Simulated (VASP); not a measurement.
Here is a VASP 6.6.1 calculation.

The input INCAR:

```
SYSTEM = CoO
ALGO = Normal
EDIFF = 1E-6
ENCUT = 1340
GGA = PE
GGA_COMPAT = .False.
ISIF = 2
ISMEAR = -1
ISPIN = 2
LASPH = .True.
LCHARG = .False.
LMAXMIX = 4
LORBIT = 11
LREAL = .False.
LWAVE = .False.
MAGMOM = 1.71 0
NBANDS = 22
NELM = 200
PREC = Accurate
SIGMA = 0.05
```

Contents of KPOINTS:

```
k-points
0
Gamma
  11 11 11
  0 0 0
```

POSCAR

```
CoO
1.0
    0.0000000000      2.1315016600      2.1315016600
    2.1315016600      0.0000000000      2.1315016600
    2.1315016600      2.1315016600      0.0000000000
Co O
1 1
Direct
    0.0000000000      0.0000000000      0.0000000000
    0.5000000000      0.5000000000      0.5000000000
```

Potentials or basis: VASP PAW PBE potentials, release 64 (Co_sv, O_h).

Command:

```bash
$ cat potpaw_PBE.64/Co_sv/POTCAR potpaw_PBE.64/O_h/POTCAR > POTCAR
$ mpirun -np 1 vasp_std > vasp.out
```

Task: Estimate the pressure.

Result: -2.6 GPa.

Task: Predict the site moments.

Result: Co +2.52; O +0.23 μB.

Caveat: a cell with one magnetic atom can't hold antiferromagnetic order, which such compounds often take.
